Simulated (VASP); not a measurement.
Write the native input for VASP 6.6.1 that does the following.

| Property | Result |
| --- | --- |
| Task | single point |
| Functional | PBEsol |
| Potentials or basis | VASP PAW PBE potentials, release 64 (Mg, N, Cl) |
| Cutoff | 520 eV |
| k mesh | 6 × 6 × 4 |
| Occupations | gaussian, width 0.1 eV |
| Spin | no spin polarisation |
| Dipole correction | no |
| Further INCAR settings | ALGO = Normal; EDIFF = 1e-06; NBANDS = 16 |

The structure of Mg2NCl lies in POSCAR:

```
Mg2NCl
1.0
    3.2379503986      0.0000000000      0.0000000000
   -1.6189751993      2.8041473014      0.0000000000
    0.0000000000      0.0000000000      5.8796119645
Mg N Cl
2 1 1
Direct
    0.3333333333      0.6666666667      0.2350000000
    0.6666666667      0.3333333333      0.7650000000
    0.0000000000      0.0000000000      0.5000000000
    0.0000000000      0.0000000000      0.0000000000
```

These files were run (other wordings do the same):

INCAR

```
SYSTEM = Mg2NCl
ALGO = Normal ; EDIFF = 1E-6
ENCUT = 520 ; GGA = PS
ISIF = 2 ; ISMEAR = 0
LASPH = .TRUE. ; LCHARG = .TRUE.
LELF = .TRUE. ; LREAL = .FALSE.
LVHAR = .TRUE. ; LWAVE = .FALSE.
NBANDS = 16 ; NELM = 100
PREC = Accurate ; SIGMA = 0.1
```

KPOINTS

```
k-points
0
G
  6 6 4
  0 0 0
```

Potentials or basis: VASP PAW PBE potentials, release 64 (Mg, N, Cl).

Launch:

```bash
$ cat potpaw_PBE.64/Mg/POTCAR potpaw_PBE.64/N/POTCAR potpaw_PBE.64/Cl/POTCAR > POTCAR
$ mpirun -np 1 vasp_std > vasp.out
```

It gave:

```yaml
Pressure: 10.9 GPa
Largest_force: 6.743 eV/Å
Band_gap_on_the_k_mesh: zero (bands 8 and 9 overlap by 0.81 eV)
```

Caveat: the k points lie up to 0.37 Å⁻¹ apart, too coarse for converged energies and pressures of a metal; the PAW data sets were made with another functional, which shifts forces and pressure a little.

Wall time 47 s on 1 thread of Oxide Virtual Turin-like Processor (shared host), peak memory 0.15 GiB.
